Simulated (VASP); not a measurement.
# H2C32O in VASP: single point with PBE+D3(BJ)

Aim: the single point of H2C32O with PBE+D3(BJ).

Program: VASP 6.6.1. These are calculated values, not measurements. Logs are shortened: lines on timing, memory, paths and dates and some standing lists are left out, and cuts for length are marked.

**1. The cell of the first run**

The cell holds a slab with vacuum, 35 atoms: a = 9.864 Å, b = 9.864 Å, c = 13.000 Å, α = 90.00°, β = 90.00°, γ = 120.00°.

**2. Single point, PBE+D3(BJ)**

INCAR reads:

```
SYSTEM = H2C32O
PREC     = Accurate       ! precision mode
ENCUT    = 520            ! plane-wave cutoff, eV
EDIFF    = 1E-7           ! SCF threshold, eV
ISMEAR   = -1             ! smearing method
SIGMA    = 0.02           ! smearing width, eV
LREAL    = Auto         
LASPH    = .True.         ! aspherical terms in the spheres
NELM     = 60             ! most SCF steps
ALGO     = Normal         ! electronic algorithm
ISIF     = 2              ! what is computed and relaxed
LWAVE    = .False.        ! write WAVECAR
LCHARG   = .True.         ! write CHGCAR
GGA      = PE             ! functional
IVDW     = 12             ! dispersion correction
LELF     = .True.         ! ELF
LVHAR    = .True.       
NBANDS   = 91             ! bands
```

KPOINTS reads:

```
regular mesh
0
Gamma
  2 2 1
  0 0 0
```

POSCAR reads:

```
H2C32O
1.0
    9.8640000000      0.0000000000      0.0000000000
   -4.9320000000      8.5424750000      0.0000000000
    0.0000000000      0.0000000000     13.0000000000
C O H
32 1 2
Direct
   -0.0071826229     -0.0034276951      0.0670275385
    0.1594766592      0.0798937076      0.0671028462
   -0.0071767709      0.2465414297      0.0669850000
    0.1594743578      0.3298939710      0.0670293846
   -0.0071455916      0.4965269433      0.0668950000
    0.1595056603      0.5798752703      0.0670242308
   -0.0071478702      0.7465994340      0.0669099231
    0.1595060368      0.8298837281      0.0670827692
    0.2427936085     -0.0034677304      0.0671355385
    0.4094372848      0.0797871811      0.0670953846
    0.2427690304      0.2465518483      0.0670580769
    0.4094376162      0.3299478196      0.0668519231
    0.2428271997      0.4965475462      0.0669930769
    0.4094708922      0.5798987998      0.0668424615
    0.2428239209      0.7465407859      0.0670647692
    0.4094793442      0.8298552820      0.0670396154
    0.4928158496     -0.0034883333      0.0670243077
    0.6594864136      0.0798584719      0.0669072308
    0.4927828422      0.2465226998      0.0668686154
    0.6595443958      0.3298544040      0.0664800769
    0.4927864240      0.4966054920      0.0665998462
    0.6594441972      0.5799376644      0.0663883846
    0.4928098136      0.7465405518      0.0669098462
    0.6594600215      0.8298914542      0.0668731538
    0.7428151971     -0.0034602384      0.0669490000
    0.9094784932      0.0798870351      0.0669853846
    0.7428627533      0.2465049064      0.0667193077
    0.9095077797      0.3298677491      0.0668422308
    0.7428493071      0.4966081844      0.0663320769
    0.9095594309      0.5799197539      0.0667226154
    0.7428097554      0.7465941662      0.0666846923
    0.9094818090      0.8299094817      0.0668680000
    0.6307571034      0.4201397136      0.3228154615
    0.5706936885      0.3456560306      0.2691580769
    0.7204838609      0.5011003251      0.2861963077
```

Potentials or basis: VASP PAW PBE potentials, release 64 (C, O, H).

Launch:

```console
$ cat potpaw_PBE.64/C/POTCAR potpaw_PBE.64/O/POTCAR potpaw_PBE.64/H/POTCAR > POTCAR
$ mpirun -np 1 vasp_std > vasp.out
```

OUTCAR:

```text
SYSTEM = H2C32O
   PREC = Accurate
   ENCUT = 520
   EDIFF = 1E-7
   ISMEAR = -1
   LREAL = Auto
   LASPH = .True.
   NELM = 60
   ISIF = 2
   GGA = PE
   IVDW = 12
 IVDW          = 12

 ion  position               nearest neighbor table
   1  0.993  0.997  0.067-  26 1.42   2 1.42  32 1.42
   2  0.159  0.080  0.067-  11 1.42   1 1.42   9 1.42
   3  0.993  0.247  0.067-  28 1.42   4 1.42  26 1.42
   4  0.159  0.330  0.067-  11 1.42   3 1.42  13 1.42
   5  0.993  0.497  0.067-   6 1.42  28 1.42  30 1.42
   6  0.160  0.580  0.067-  13 1.42   5 1.42  15 1.42
[... 24 lines left out ...]
  31  0.743  0.747  0.067-  24 1.42  22 1.42  32 1.42
  32  0.909  0.830  0.067-   1 1.42  31 1.42   7 1.42
  33  0.631  0.420  0.323-  35 0.97  34 0.97
  34  0.571  0.346  0.269-  33 0.97
  35  0.720  0.501  0.286-  33 0.97

  LATTYP: Found a hexagonal cell.
 ALAT       =     9.8640000000
 C/A-ratio  =     1.3179237632

  Lattice vectors:

 A1 = (   9.8640000000,   0.0000000000,   0.0000000000)
 A2 = (  -4.9320000000,   8.5424750000,   0.0000000000)
 A3 = (   0.0000000000,   0.0000000000,  13.0000000000)

Analysis of symmetry for initial positions (statically):
=====================================================================
 Subroutine PRICEL returns:
 Original cell was already a primitive cell.

 Routine SETGRP: Setting up the symmetry group for a
 hexagonal supercell.

 Subroutine GETGRP returns: Found  1 space group operations
 (whereof  1 operations were pure point group operations)
 out of a pool of 24 trial point group operations.

The static configuration has the point symmetry C_1 .

Analysis of symmetry for dynamics (positions and initial velocities):
=====================================================================
 Subroutine PRICEL returns:
 Original cell was already a primitive cell.

 Routine SETGRP: Setting up the symmetry group for a
 hexagonal supercell.

 Subroutine GETGRP returns: Found  1 space group operations
 (whereof  1 operations were pure point group operations)
 out of a pool of 24 trial point group operations.

The dynamic configuration has the point symmetry C_1 .

 Subroutine INISYM returns: Found  1 space group operations
 (whereof  1 operations are pure point group operations),
 and found     1 'primitive' translations

[... 142 lines left out ...]
   NSW    =      0    number of steps for IOM
   IBRION =     -1    ionic relax: 0-MD 1-quasi-New 2-CG
   NFREE  =      0    steps in history (QN), initial steepest desc. (CG)
   ISIF   =      2    stress and relaxation
   ISYM   =      2    0-nonsym 1-usesym 2-fastsym
   POTIM  = 0.5000    time-step for ionic-motion
   TEBEG  =    0.0;   TEEND  =   0.0 temperature during run
   PSTRESS=    0.0 pullay stress
   NELECT =     136.0000    total number of electrons
   NUPDOWN=      -1.0000    fix difference up-down
   EMIN   =  10.00;   EMAX   =-10.00  energy-range for DOS
   EFERMI =   0.00;   METHOD = LEGACY
   ISMEAR =    -1;   SIGMA  =   0.02  broadening in eV -4-tet -1-fermi 0-gaus
   EFERMI_NEDOS =   21; number of points for ismear=-14 and -15
   IALGO  =     38    algorithm
   IMIX   =      4    mixing-type and parameters
     AMIX     =   0.40;   BMIX     =  1.00
     AMIX_MAG =   1.60;   BMIX_MAG =  1.00
  volume/ion in A,a.u.               =      31.30       211.21
  Fermi-wavevector in a.u.,A,eV,Ry     =   0.816697  1.543334  9.075010  0.666994
  Thomas-Fermi vector in A             =   1.927012
   LORBIT       =      0    0 simple, 1 ext, 2 COOP (PROOUT), +10 PAW based schemes
   GGA     = PE    functional components
   LHFCALC =     F    Hartree Fock is set to
   AEXX    =    0.0000 exact exchange contribution
   IVDW    =    12    specifies the selected vdW correction
   LEPSILON=     F    determine dielectric tensor
   LRPA    =     F    only Hartree local field effects (RPA)
 non-spin polarized calculation
  energy-cutoff  :      520.00
  volume of cell :     1095.42
 maximum number of plane-waves:     29533
 NGX is ok and might be reduce to    80
   NGX = 37   NGY = 37   NGZ = 49

 number of electron     135.9999996 magnetization

 Free energy of the ion-electron system (eV)
  ---------------------------------------------------
  ext. energy  EPLUGINS =         0.00000000
  ---------------------------------------------------
  free energy    TOTEN  =      -309.47900769 eV

  energy without entropy =     -309.47900769  energy(sigma->0) =     -309.47900769

 E-fermi :  -2.5910     XC(G=0):  -3.5664

 val. band max:       -3.0791834209   @ k =   0.5000  -0.0000   0.0000
 cond. band min:      -1.1238541985   @ k =   0.5000  -0.0000   0.0000
 fundamental gap:      1.9553292224
 Fermi energy:        -2.5910380190

 k-point     1 :       0.0000    0.0000    0.0000
  band No.  band energies     occupation
      1     -22.7726      2.00000
      2     -21.5841      2.00000
      3     -20.1368      2.00000
      4     -20.1292      2.00000
      5     -20.1188      2.00000
      6     -20.1136      2.00000
[... 321 lines left out ...]
     79       2.5226      0.00000
     80       2.6328      0.00000
 [bands above 80 left out]

------------------------ aborting loop because EDIFF is reached ----------------------------------------

 Edisp (eV)   -2.97076

 E8    (eV) :    -0.9163

  FORCE on cell =-STRESS in cart. coord.  units (eV):
  Direction    XX          YY          ZZ          XY          YZ          ZX
  --------------------------------------------------------------------------------------
  -------------------------------------------------------------------------------------
  Total       0.72189     0.84812    -0.21411     0.07064     0.00255    -0.00699
  in kB       1.05585     1.24047    -0.31316     0.10332     0.00373    -0.01022
  external pressure =        0.66 kB  Pullay stress =        0.00 kB

 VOLUME and BASIS-vectors are now :
 -----------------------------------------------------------------------------
  energy-cutoff  :      520.00
  volume of cell :     1095.42
      direct lattice vectors                 reciprocal lattice vectors
     9.864000000  0.000000000  0.000000000     0.101378751  0.058531046  0.000000000
    -4.932000000  8.542475000  0.000000000     0.000000000  0.117062093  0.000000000
     0.000000000  0.000000000 13.000000000     0.000000000  0.000000000  0.076923077

 POSITION                                       TOTAL-FORCE (eV/Angst)
 -----------------------------------------------------------------------------------
      4.87806      8.51319      0.87136        -0.002787      0.000543     -0.001952
      1.17904      0.68249      0.87234         0.002811     -0.000292      0.000506
      8.57727      2.10607      0.87081        -0.002381     -0.000473     -0.002617
     -0.05398      2.81811      0.87138         0.001791      0.000341      0.001296
      7.34465      4.24157      0.86964        -0.001126     -0.001369     -0.001217
     -1.28658      4.95357      0.87132         0.001586      0.002004      0.002576
[... 27 lines left out ...]
      3.92455      2.95276      3.49905        -0.049026     -0.109528     -0.057797
      4.63543      4.28064      3.72055         0.063066      0.104366     -0.023950
 -----------------------------------------------------------------------------------
    total drift:                                0.028474      0.083842     -0.054537

  FREE ENERGIE OF THE ION-ELECTRON SYSTEM (eV)
  ---------------------------------------------------
  free  energy   TOTEN  =      -312.4497672351 eV

  energy  without entropy=     -312.4497672350  energy(sigma->0) =     -312.44976724
```

Wall time 17 min (1 thread of Intel Xeon Platinum 8488C (Sapphire Rapids), shared host); peak memory 1.2 GiB.

What came out:

```
Free energy                : -312.4498 eV
Largest force              : 0.133 eV/Å
Band gap on the k mesh     : 1.96 eV
Dispersion energy per atom : -0.085 eV
```

Forces on the atoms (eV/Å):
```
C   -0.003  0.001 -0.002
C    0.003  0.000  0.001
C   -0.002  0.000 -0.003
C    0.002  0.000  0.001
C   -0.001 -0.001 -0.001
C    0.002  0.002  0.003
C   -0.002  0.001 -0.001
C    0.002  0.001  0.000
C   -0.003 -0.001 -0.001
C    0.002 -0.001  0.002
C   -0.003  0.000 -0.002
C    0.002  0.000  0.001
C   -0.003 -0.001 -0.003
C    0.000  0.001  0.000
C   -0.002  0.000 -0.002
C    0.002  0.001  0.001
C   -0.001  0.000 -0.002
C    0.002  0.001  0.002
C   -0.002 -0.001 -0.003
C    0.004 -0.001 -0.003
C    0.001 -0.001  0.001
C    0.004  0.002  0.003
C   -0.003  0.000 -0.002
C    0.001  0.002  0.000
C   -0.003  0.001 -0.001
C    0.001  0.001  0.003
C    0.000 -0.001 -0.001
C    0.002  0.001  0.001
C    0.001  0.003  0.001
C    0.002  0.001  0.000
C    0.000  0.001  0.001
C    0.003  0.001  0.001
O   -0.021 -0.008  0.087
H   -0.049 -0.110 -0.058
H    0.063  0.104 -0.024
```

Levels at points of the mesh, in eV from the valence-band top:
```csv
k point,band 66,band 67,band 68,band 69,band 70,band 71
"(0.00, 0.00, 0.00)",-1.34,-1.34,-1.33,2.69,2.69,2.69
"(0.50, 0.00, 0.00)",-1.49,-0.01,0.00,1.96,1.97,3.23
"(0.00, 0.50, 0.00)",-1.49,-0.01,0.00,1.96,1.97,3.23
"(0.50, 0.50, 0.00)",-1.52,-0.01,0.00,1.96,1.97,3.22
```

Caveat: there is no dipole correction, which matters where the two faces differ.
